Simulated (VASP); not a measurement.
A run of VASP 6.6.1 is set up as follows.

File INCAR:

```
SYSTEM = EuO
PREC = Accurate
ENCUT = 600
EDIFF = 1E-7
ISMEAR = 0
SIGMA = 0.01
LREAL = .False.
LASPH = .True.
NELM = 150
ALGO = Normal
ISIF = 3
LWAVE = .False.
LCHARG = .False.
ISPIN = 2
MAGMOM = 7.43 0
LORBIT = 11
LMAXMIX = 6
LDAU = .True.
LDAUTYPE = 2
LDAUL = 3 -1
LDAUU = 6 0
LDAUJ = 0 0
LDAUPRINT = 1
GGA = PE
IBRION = 2
NSW = 100
EDIFFG = -0.005
```

Contents of KPOINTS:

```
Automatic mesh
0
Gamma
  12 12 12
  0 0 0
```

Contents of POSCAR:

```
EuO
1.0
    0.0000000000      2.5719519658      2.5719519658
    2.5719519658      0.0000000000      2.5719519658
    2.5719519658      2.5719519658      0.0000000000
Eu O
1 1
Direct
    0.5000000000      0.5000000000      0.5000000000
    0.0000000000      0.0000000000      0.0000000000
```

Potentials or basis: VASP PAW PBE potentials, release 64 (Eu, O).

The run is started by

```sh
$ cat potpaw_PBE.64/Eu/POTCAR potpaw_PBE.64/O/POTCAR > POTCAR
$ mpirun -np 1 vasp_std > vasp.out
```

Question: What does it give for the space group after relaxing (to 0.05 Å)?

Answer: Fm-3m (No. 225).

Question: What does it give for the site moments?

Answer: Eu +6.73; O -0.09 μB.

Question: Predict the band gap on the k mesh.

Answer: 0.04 eV, indirect (least direct gap 0.21 eV).

Question: Predict the relaxed cell.

Answer: a = 3.655 Å, b = 3.655 Å, c = 3.655 Å, α = 60.00°, β = 60.00°, γ = 60.00°.

Final structure:
```
Eu O
1.0
     0.00000    2.58416    2.58416
     2.58416    0.00000    2.58416
     2.58416    2.58416    0.00000
Eu O
1 1
Direct
  0.50000 0.50000 0.50000
  0.00000 0.00000 0.00000
```

Caveat: spin-orbit coupling is left out, which moves the levels of the heavy elements; a cell with one magnetic atom can't hold antiferromagnetic order, which such compounds often take. A k mesh can miss the band edges.
